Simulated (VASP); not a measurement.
**HfC: single point with r2SCAN**

HfC:

```
Hf C
1.0
     0.00000    2.30477    2.30477
     2.30477    0.00000    2.30477
     2.30477    2.30477    0.00000
Hf C
1 1
Direct
  0.50000 0.50000 0.50000
  0.00000 0.00000 0.00000
```

This cell differs from its parent crystal: volume scaled by 0.980.

```json
{
 "Program": "VASP 6.6.1",
 "Task": "single point",
 "Functional": "r2SCAN",
 "Potentials or basis": "VASP PAW PBE potentials, release 64 (Hf_pv, C)",
 "Cutoff": "520 eV",
 "k mesh": "12 × 12 × 12",
 "Occupations": "gaussian, width 0.05 eV",
 "Spin": "no spin polarisation"
}
```

- Pressure: 4.2 GPa
- Band gap on the k mesh: zero (band 7 reaches 7.11 eV, above the bottom of band 8 at 5.68 eV)

Levels at points of the mesh, in eV from the Fermi level:
```tsv
k point	band 5	band 6	band 7	band 8	band 9	band 10
(0.00, 0.00, 0.00)	0.94	0.94	0.94	1.57	1.57	1.57
(0.50, 0.00, 0.00)	-6.52	-3.32	-3.32	5.73	5.73	6.29
(0.50, 0.50, 0.00)	-2.86	-1.79	-0.23	-0.23	5.54	7.21
```

It took 42 s on 1 thread of Intel(R) Xeon(R) Platinum 8559C (Emerald Rapids) (shared host), peak memory 0.15 GiB.

Caveat: the PAW data sets were made with another functional, which shifts forces and pressure a little; spin-orbit coupling is left out, which moves the levels of the heavy elements.
